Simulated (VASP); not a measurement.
# WC (zincblende type) (F-43m) in VASP: further runs

The runs below take WC (zincblende type) through single point, relaxation of cell and atoms, with PBE.

Everything below comes from runs of VASP 6.6.1. Logs are shortened: lines on timing, memory, paths and dates and some standing lists are left out, and cuts for length are marked.

### 1 The cell of the first run

The structure is cubic, space group F-43m (No. 216). The conventional cell has a = 4.550 Å, b = 4.550 Å, c = 4.550 Å, α = 90.00°, β = 90.00°, γ = 90.00°. Within 2.6 Å of W (site symmetry -43m) lie 4 C at 1.97 Å. C (site symmetry -43m) has 4 W at 1.97 Å within 2.6 Å.

### 2 Single point, PBE

INCAR reads:

```
SYSTEM = WC
ALGO = Normal
EDIFF = 1E-7
ENCUT = 520
GGA = PE
ISIF = 2
ISMEAR = -1
LASPH = .TRUE.
LCHARG = .FALSE.
LREAL = .FALSE.
LWAVE = .FALSE.
NBANDS = 16
NELM = 100
PREC = Accurate
SIGMA = 0.1
```

KPOINTS reads:

```
k-points
0
G
  14 14 14
  0 0 0
```

POSCAR reads:

```
WC
1.0
    0.0000000000      2.2750063859      2.2750063859
    2.2750063859      0.0000000000      2.2750063859
    2.2750063859      2.2750063859      0.0000000000
W C
1 1
Direct
    0.0000000000      0.0000000000      0.0000000000
    0.2500000000      0.2500000000      0.2500000000
```

Potentials or basis: VASP PAW PBE potentials, release 64 (W_sv, C).

Launch:

```console
cat potpaw_PBE.64/W_sv/POTCAR potpaw_PBE.64/C/POTCAR > POTCAR
mpirun -np 1 vasp_std > vasp.out
```

OUTCAR:

```text
SYSTEM = WC
   EDIFF = 1E-7
   ENCUT = 520
   GGA = PE
   ISIF = 2
   ISMEAR = -1
   LASPH = .TRUE.
   LREAL = .FALSE.
   NELM = 100
   PREC = Accurate

 ion  position               nearest neighbor table
   1  0.000  0.000  0.000-   2 1.97   2 1.97   2 1.97   2 1.97
   2  0.250  0.250  0.250-   1 1.97   1 1.97   1 1.97   1 1.97

  LATTYP: Found a face centered cubic cell.
 ALAT       =     4.5500127718

  Lattice vectors:

 A1 = (   0.0000000000,   2.2750063859,   2.2750063859)
 A2 = (   2.2750063859,   0.0000000000,   2.2750063859)
 A3 = (   2.2750063859,   2.2750063859,   0.0000000000)

Analysis of symmetry for initial positions (statically):
=====================================================================
 Subroutine PRICEL returns:
 Original cell was already a primitive cell.

 Routine SETGRP: Setting up the symmetry group for a
 face centered cubic supercell.

 Subroutine GETGRP returns: Found 24 space group operations
 (whereof 24 operations were pure point group operations)
 out of a pool of 48 trial point group operations.

The static configuration has the point symmetry T_d .

Analysis of symmetry for dynamics (positions and initial velocities):
=====================================================================
 Subroutine PRICEL returns:
 Original cell was already a primitive cell.

 Routine SETGRP: Setting up the symmetry group for a
 face centered cubic supercell.

 Subroutine GETGRP returns: Found 24 space group operations
 (whereof 24 operations were pure point group operations)
 out of a pool of 48 trial point group operations.

The dynamic configuration has the point symmetry T_d .

 Subroutine INISYM returns: Found 24 space group operations
 (whereof 24 operations are pure point group operations),
 and found     1 'primitive' translations

----------------------------------------------------------------------------------------

                                     Primitive cell

  volume of cell :      23.5493

  direct lattice vectors                    reciprocal lattice vectors
     0.000000000  2.275006386  2.275006386    -0.219779603  0.219779603  0.219779603
     2.275006386  0.000000000  2.275006386     0.219779603 -0.219779603  0.219779603
     2.275006386  2.275006386  0.000000000     0.219779603  0.219779603 -0.219779603

  length of vectors
     3.217344885  3.217344885  3.217344885     0.380669439  0.380669439  0.380669439

  position of ions in fractional coordinates (direct lattice)
     0.000000000  0.000000000  0.000000000
     0.250000000  0.250000000  0.250000000

  ion indices of the primitive-cell ions
   primitive index   ion index
                 1           1
                 2           2

----------------------------------------------------------------------------------------

 KPOINTS: k-points

Automatic generation of k-mesh.
 Grid dimensions read from file:
 generate k-points for:   14   14   14

 Generating k-lattice:

  Cartesian coordinates                     Fractional coordinates (reciprocal lattice)
    -0.015698543  0.015698543  0.015698543     0.071428571  0.000000000  0.000000000
     0.015698543 -0.015698543  0.015698543     0.000000000  0.071428571  0.000000000
     0.015698543  0.015698543 -0.015698543     0.000000000  0.000000000  0.071428571

  Length of vectors
     0.027190674  0.027190674  0.027190674

  Shift w.r.t. Gamma in fractional coordinates (k-lattice)
     0.000000000  0.000000000  0.000000000

 Subroutine IBZKPT returns following result:
 ===========================================

 Found    104 irreducible k-points:

 Following reciprocal coordinates:
            Coordinates               Weight
  0.000000  0.000000  0.000000      1.000000
  0.071429  0.000000  0.000000      8.000000
  0.142857  0.000000  0.000000      8.000000
  0.214286  0.000000  0.000000      8.000000
  0.285714  0.000000  0.000000      8.000000
  0.357143  0.000000  0.000000      8.000000
[... 16 lines left out ...]
  0.214286  0.142857  0.000000     24.000000
  0.285714  0.142857  0.000000     24.000000
 [... further k-points ...]
   k-points           NKPTS =    104   k-points in BZ     NKDIM =    104   number of bands    NBANDS=     16
   number of dos      NEDOS =    301   number of ions     NIONS =      2
   total plane-waves  NPLWV =  13824
   dimension x,y,z NGX =    24 NGY =   24 NGZ =   24
   dimension x,y,z NGXF=    48 NGYF=   48 NGZF=   48
   ions per type =               1   1
   NGX,Y,Z   is equivalent  to a cutoff of  12.40, 12.40, 12.40 a.u.
   NGXF,Y,Z  is equivalent  to a cutoff of  24.80, 24.80, 24.80 a.u.
 SYSTEM =  WC
   PREC   = accura    normal or accurate (medium, high low for compatibility)
   ISTART =      0    job   : 0-new  1-cont  2-samecut
   ICHARG =      2    charge: 1-file 2-atom 10-const
   ISPIN  =      1    spin polarized calculation?
   LNONCOLLINEAR =      F non collinear calculations
   LSORBIT =      F    spin-orbit coupling
[... 102 lines left out ...]
  band No.  band energies     occupation
      1     -64.4935      2.00000
      2     -28.9479      2.00000
      3     -28.7115      2.00000
      4     -28.7115      2.00000
      5      -2.9027      2.00000
      6       3.4610      2.00000
[... 8 lines left out ...]
     15      19.2129      0.00000
     16      25.9926      0.00000

 k-point     6 :       0.3571    0.0000    0.0000
  band No.  band energies     occupation
      1     -64.4888      2.00000
      2     -29.0361      2.00000
      3     -28.7250      2.00000
      4     -28.7250      2.00000
      5      -2.4948      2.00000
      6       3.6945      2.00000
[... 8 lines left out ...]
     15      20.2386      0.00000
     16      26.9038      0.00000

 k-point     7 :       0.4286    0.0000    0.0000
  band No.  band energies     occupation
      1     -64.4855      2.00000
      2     -29.0964      2.00000
      3     -28.7342      2.00000
      4     -28.7342      2.00000
      5      -2.2431      2.00000
      6       4.0549      2.00000
[... 8 lines left out ...]
     15      21.5728      0.00000
     16      27.6582      0.00000

 k-point     8 :       0.5000    0.0000    0.0000
  band No.  band energies     occupation
      1     -64.4844      2.00000
      2     -29.1178      2.00000
      3     -28.7375      2.00000
      4     -28.7375      2.00000
      5      -2.1611      2.00000
      6       4.2431      2.00000
[... 8 lines left out ...]
     15      22.1999      0.00000
     16      27.9389      0.00000

 k-point     9 :       0.0714    0.0714    0.0000
  band No.  band energies     occupation
      1     -64.5063      2.00000
      2     -28.6929      2.00000
      3     -28.6788      2.00000
      4     -28.6788      2.00000
      5      -4.1223      2.00000
      6       3.7362      2.00000
[... 8 lines left out ...]
     15      24.4605      0.00000
     16      24.8792      0.00000
[... 172 lines left out ...]
 k-point    19 :      -0.2143    0.0714    0.0000
  band No.  band energies     occupation
      1     -64.4962      2.00000
      2     -28.8847      2.00000
      3     -28.7227      2.00000
      4     -28.6968      2.00000
      5      -3.1457      2.00000
      6       3.3818      2.00000
[... 8 lines left out ...]
     15      19.9754      0.00000
     16      24.3057      0.00000

 k-point    20 :      -0.1429    0.0714    0.0000
  band No.  band energies     occupation
      1     -64.5011      2.00000
      2     -28.7937      2.00000
      3     -28.7050      2.00000
      4     -28.6837      2.00000
      5      -3.6162      2.00000
      6       3.4826      2.00000
[... 8 lines left out ...]
     15      21.5861      0.00000
     16      23.9917      0.00000

 k-point    21 :      -0.0714    0.0714    0.0000
  band No.  band energies     occupation
      1     -64.5048      2.00000
      2     -28.7250      2.00000
      3     -28.6875      2.00000
      4     -28.6754      2.00000
      5      -3.9798      2.00000
      6       3.6724      2.00000
[... 8 lines left out ...]
     15      23.2605      0.00000
     16      24.3998      0.00000

 k-point    22 :       0.1429    0.1429    0.0000
  band No.  band energies     occupation
      1     -64.5019      2.00000
      2     -28.7554      2.00000
      3     -28.7025      2.00000
      4     -28.7025      2.00000
      5      -3.6984      2.00000
      6       3.3322      2.00000
[... 8 lines left out ...]
     15      23.2922      0.00000
     16      24.0929      0.00000

 k-point    23 :       0.2143    0.1429    0.0000
  band No.  band energies     occupation
      1     -64.4984      2.00000
      2     -28.8149      2.00000
      3     -28.7188      2.00000
      4     -28.7152      2.00000
      5      -3.3517      2.00000
      6       3.1260      2.00000
[... 8 lines left out ...]
     15      21.9786      0.00000
     16      23.9699      0.00000

 k-point    24 :       0.2857    0.1429    0.0000
  band No.  band energies     occupation
      1     -64.4939      2.00000
      2     -28.8966      2.00000
      3     -28.7352      2.00000
      4     -28.7305      2.00000
      5      -2.9060      2.00000
      6       3.0397      2.00000
[... 8 lines left out ...]
     15      20.7558      0.00000
     16      24.3492      0.00000

 [... further k-points ...]
[... 5 lines left out ...]
  --------------------------------------------------------------------------------------
  -------------------------------------------------------------------------------------
  Total        4.7109150      4.7109150      4.7109150      0.0000000     -0.0000000      0.0000000
  in kB      320.5073526    320.5073526    320.5073526      0.0000000     -0.0000000      0.0000000
  external PRESSURE =     320.5073526 kB  Pullay stress =       0.0000000 kB

 VOLUME and BASIS-vectors are now :
 -----------------------------------------------------------------------------
  energy-cutoff  :      520.00
  volume of cell :       23.55
      direct lattice vectors                 reciprocal lattice vectors
     0.000000000  2.275006386  2.275006386    -0.219779603  0.219779603  0.219779603
     2.275006386  0.000000000  2.275006386     0.219779603 -0.219779603  0.219779603
     2.275006386  2.275006386  0.000000000     0.219779603  0.219779603 -0.219779603

 POSITION                                       TOTAL-FORCE (eV/Angst)
 -----------------------------------------------------------------------------------
      0.00000      0.00000      0.00000         0.000000      0.000000     -0.000000
      1.13750      1.13750      1.13750        -0.000000     -0.000000      0.000000
 -----------------------------------------------------------------------------------
    total drift:                               -0.000001     -0.000001     -0.000001

  FREE ENERGIE OF THE ION-ELECTRON SYSTEM (eV)
  ---------------------------------------------------
  free  energy   TOTEN  =       -20.8845819464 eV

  energy  without entropy=      -20.8551112831  energy(sigma->0) =      -20.86984661
```

Run time: 29 s. Hardware: 1 thread of Intel Xeon Platinum 8488C (Sapphire Rapids), shared host; peak memory 0.16 GiB.

Results:

```
Free energy            : -20.8846 eV
Pressure               : 32.1 GPa
Band gap on the k mesh : zero (band 9 reaches 11.09 eV, above the bottom of band 10 at 9.60 eV)
```

Caveat: spin-orbit coupling is left out, which moves the levels of the heavy elements.

### 3 Single point, PBE

INCAR reads:

```
PREC     = Accurate       # precision mode
ENCUT    = 520            # plane-wave cutoff, eV
EDIFF    = 1E-6           # SCF threshold, eV
ISMEAR   = -1             # smearing method
SIGMA    = 0.1            # smearing width, eV
LREAL    = False          # projectors in reciprocal space
LASPH    = True           # aspherical terms in the spheres
NELM     = 100            # most SCF steps
ALGO     = Normal         # electronic algorithm
ISIF     = 2              # what is computed and relaxed
LWAVE    = False          # write WAVECAR
LCHARG   = True           # write CHGCAR
GGA      = PE             # functional
LELF     = True           # ELF
LVHAR    = True         
NBANDS   = 16             # bands
```

KPOINTS reads:

```
regular mesh
0
Gamma
  14 14 14
```

POSCAR reads:

```
WC
1.0
    0.0000000000      2.2746498946      2.2746498946
    2.2746498946      0.0000000000      2.2746498946
    2.2746498946      2.2746498946      0.0000000000
W C
1 1
Direct
    0.0000000000      0.0000000000      0.0000000000
    0.2500000000      0.2500000000      0.2500000000
```

Potentials or basis: VASP PAW PBE potentials, release 64 (W_sv, C).

Launch:

```console
cat potpaw_PBE.64/W_sv/POTCAR potpaw_PBE.64/C/POTCAR > POTCAR
mpirun -np 1 vasp_std > vasp.out
```

Wall time 31 s (1 thread of Intel Xeon Platinum 8488C (Sapphire Rapids), shared host); peak memory 0.16 GiB.

It converged, with:

- Free energy: -20.8823 eV
- Pressure: 32.2 GPa
- Band gap on the k mesh: zero (band 9 reaches 11.10 eV, above the bottom of band 10 at 9.61 eV)

Levels at points of the mesh, in eV from the Fermi level:
| k point | band 7 | band 8 | band 9 | band 10 | band 11 | band 12 |
| --- | --- | --- | --- | --- | --- | --- |
| (0.00, 0.00, 0.00) | -6.21 | -6.21 | -0.02 | -0.02 | 2.95 | 8.12 |
| (0.50, 0.00, 0.00) | -5.43 | -5.43 | 0.99 | 0.99 | 1.41 | 5.51 |
| (0.50, 0.50, 0.00) | -2.81 | -2.81 | -2.31 | 1.82 | 2.21 | 3.11 |

Caveat: spin-orbit coupling is left out, which moves the levels of the heavy elements.

### 4 Relaxation of cell and atoms, PBE, target pressure 31 GPa, at which the enthalpy is minimised

This run uses another cell than the first one, of 11.44 Å³/atom, 0.972 times its volume.

INCAR reads:

```
ALGO = Normal ; EDIFF = 1E-7
EDIFFG = -0.005 ; ENCUT = 600
GGA = PE ; IBRION = 2
ISIF = 3 ; ISMEAR = -1
LASPH = True ; LCHARG = False
LREAL = False ; LWAVE = False
NELM = 80 ; NSW = 60
PREC = Accurate ; PSTRESS = 310.0
SIGMA = 0.1
```

KPOINTS reads:

```
k-points
0
Gamma
  14 14 14
```

POSCAR reads:

```
WC
1.0
    0.0000000000      2.2532980930      2.2532980930
    2.2532980930      0.0000000000      2.2532980930
    2.2532980930      2.2532980930      0.0000000000
W C
1 1
Direct
    0.0000000000      0.0000000000      0.0000000000
    0.2500000000      0.2500000000      0.2500000000
```

Launch:

```console
cat potpaw_PBE.64/W_sv/POTCAR potpaw_PBE.64/C/POTCAR > POTCAR
mpirun -np 1 vasp_std > vasp.out
```

Run time: 1.9 min. Hardware: 1 thread of Intel Xeon Platinum 8488C (Sapphire Rapids), shared host; peak memory 0.19 GiB.

It converged, with:

- Free energy: -20.8973 eV
- Relaxed volume: 11.80 Å³/atom
- Relaxed cell: a = 3.220 Å, b = 3.220 Å, c = 3.220 Å, α = 60.00°, β = 60.00°, γ = 60.00°
- Space group after relaxing (to 0.05 Å): F-43m (No. 216)
- Energy change on relaxing (the enthalpy is what falls): -84.5 meV/atom
- Ionic steps: 4
- Pressure after relaxing: 31.0 GPa
- Band gap on the k mesh: zero (band 9 reaches 11.05 eV, above the bottom of band 10 at 9.57 eV)

The path:
| step | energy change (eV) | largest force (eV/Å) | pressure (GPa) | volume (Å³) |
| --- | --- | --- | --- | --- |
| 1 | 0.0000 | 0.0000 | 43.72 | 22.88 |
| 2 | -0.3830 | 0.0000 | -0.09 | 26.02 |
| 3 | -0.1746 | 0.0000 | 30.50 | 23.64 |
| 4 | -0.1689 | 0.0000 | 30.99 | 23.61 |

Final structure:
```yaml
crystal:
  lattice:
    - [0.00000, 2.27694, 2.27694]
    - [2.27694, 0.00000, 2.27694]
    - [2.27694, 2.27694, 0.00000]
  atoms:
    - { symbol: W, position: [0.00000, 0.00000, 0.00000] }
    - { symbol: C, position: [0.25000, 0.25000, 0.25000] }
```

Levels at points of the mesh, in eV from the Fermi level:
| k point | band 6 | band 7 | band 8 | band 9 | band 10 | band 11 | band 12 | band 13 |
| --- | --- | --- | --- | --- | --- | --- | --- | --- |
| (0.00, 0.00, 0.00) | -6.19 | -6.19 | -6.19 | -0.02 | -0.02 | 2.95 | 8.10 | 8.10 |
| (0.50, 0.00, 0.00) | -5.85 | -5.41 | -5.41 | 0.98 | 0.98 | 1.40 | 5.50 | 5.50 |
| (0.50, 0.50, 0.00) | -8.02 | -2.81 | -2.81 | -2.30 | 1.81 | 2.19 | 3.10 | 3.10 |

Caveat: the cell is relaxed towards a set pressure, so the enthalpy falls and the energy may rise; spin-orbit coupling is left out, which moves the levels of the heavy elements.

### 5 Relaxation of cell and atoms, PBE, target pressure 31 GPa, at which the enthalpy is minimised

INCAR reads:

```
SYSTEM = WC
PREC     = Accurate       ! precision mode
ENCUT    = 600            ! plane-wave cutoff, eV
EDIFF    = 1E-7           ! SCF threshold, eV
ISMEAR   = -1             ! smearing method
SIGMA    = 0.1            ! smearing width, eV
LREAL    = .FALSE.        ! projectors in reciprocal space
LASPH    = .TRUE.         ! aspherical terms in the spheres
NELM     = 100            ! most SCF steps
ALGO     = Normal         ! electronic algorithm
ISIF     = 3              ! what is computed and relaxed
LWAVE    = .FALSE.        ! write WAVECAR
LCHARG   = .FALSE.        ! write CHGCAR
GGA      = PE             ! functional
IBRION   = 2              ! ionic algorithm
NSW      = 32             ! ionic steps
EDIFFG   = -0.005         ! ionic threshold
PSTRESS  = 310.0
```

KPOINTS reads:

```
regular mesh
0
G
  14 14 14
  0 0 0
```

POSCAR reads:

```
WC
1.0
    0.0000000000      2.2750063859      2.2750063859
    2.2750063859      0.0000000000      2.2750063859
    2.2750063859      2.2750063859      0.0000000000
W C
1 1
Direct
    0.0000000000      0.0000000000      0.0000000000
    0.2500000000      0.2500000000      0.2500000000
```

Launch:

```console
cat potpaw_PBE.64/W_sv/POTCAR potpaw_PBE.64/C/POTCAR > POTCAR
mpirun -np 1 vasp_std > vasp.out
```

Wall time 91 s (1 thread of Intel Xeon Platinum 8488C (Sapphire Rapids), shared host); peak memory 0.2 GiB.

The run converged. Its results:

| Item | Value |
| --- | --- |
| Free energy | -20.8976 eV |
| Relaxed volume | 11.80 Å³/atom |
| Relaxed cell | a = 3.220 Å, b = 3.220 Å, c = 3.220 Å, α = 60.00°, β = 60.00°, γ = 60.00° |
| Space group after relaxing (to 0.05 Å) | F-43m (No. 216) |
| Energy change on relaxing (the enthalpy is what falls) | -5.8 meV/atom |
| Ionic steps | 3 |
| Pressure after relaxing | 31.0 GPa |
| Band gap on the k mesh | zero (band 9 reaches 11.05 eV, above the bottom of band 10 at 9.57 eV) |

Step by step:
| step | energy change (eV) | largest force (eV/Å) | pressure (GPa) | volume (Å³) |
| --- | --- | --- | --- | --- |
| 1 | 0.0000 | 0.0000 | 31.98 | 23.55 |
| 2 | -0.0458 | 0.0000 | 28.03 | 23.79 |
| 3 | -0.0115 | 0.0000 | 31.00 | 23.61 |

Final structure:
```yaml
crystal:
  lattice:
    - [0.00000, 2.27689, 2.27689]
    - [2.27689, 0.00000, 2.27689]
    - [2.27689, 2.27689, 0.00000]
  atoms:
    - { symbol: W, position: [0.00000, 0.00000, 0.00000] }
    - { symbol: C, position: [0.25000, 0.25000, 0.25000] }
```

Levels at points of the mesh, in eV from the Fermi level:
```tsv
k point	band 6	band 7	band 8	band 9	band 10	band 11	band 12	band 13
(0.00, 0.00, 0.00)	-6.19	-6.19	-6.19	-0.02	-0.02	2.95	8.10	8.10
(0.50, 0.00, 0.00)	-5.85	-5.41	-5.41	0.98	0.98	1.40	5.50	5.50
(0.50, 0.50, 0.00)	-8.02	-2.81	-2.81	-2.30	1.81	2.19	3.10	3.10
```

Caveat: the cell is relaxed towards a set pressure, so the enthalpy falls and the energy may rise; spin-orbit coupling is left out, which moves the levels of the heavy elements.

### 6 The runs side by side

| task | cell | cutoff (eV) | gap on the mesh (eV) | pressure (GPa) |
| --- | --- | --- | --- | --- |
| single point | a = 3.217 Å, angles 60.0°, 2 atoms | 520 | none | 32.2 |
| relaxation of cell and atoms | relaxed to 31 GPa from a = 3.187 Å, angles 60.0°, 2 atoms | 600 | none | 31.0 |
| relaxation of cell and atoms | relaxed to 31 GPa from a = 3.217 Å, angles 60.0°, 2 atoms | 600 | none | 31.0 |

Alike in all rows: level PBE; potentials or basis VASP PAW PBE potentials, release 64 (W_sv, C); no spin polarisation; k mesh 14 × 14 × 14; smearing fermi-dirac 0.1 eV.

Caveats: spin-orbit coupling is left out, which moves the levels of the heavy elements; the cell is relaxed towards a set pressure, so the enthalpy falls and the energy may rise (some runs).

Absolute energies hang on the potentials; compare differences alone.
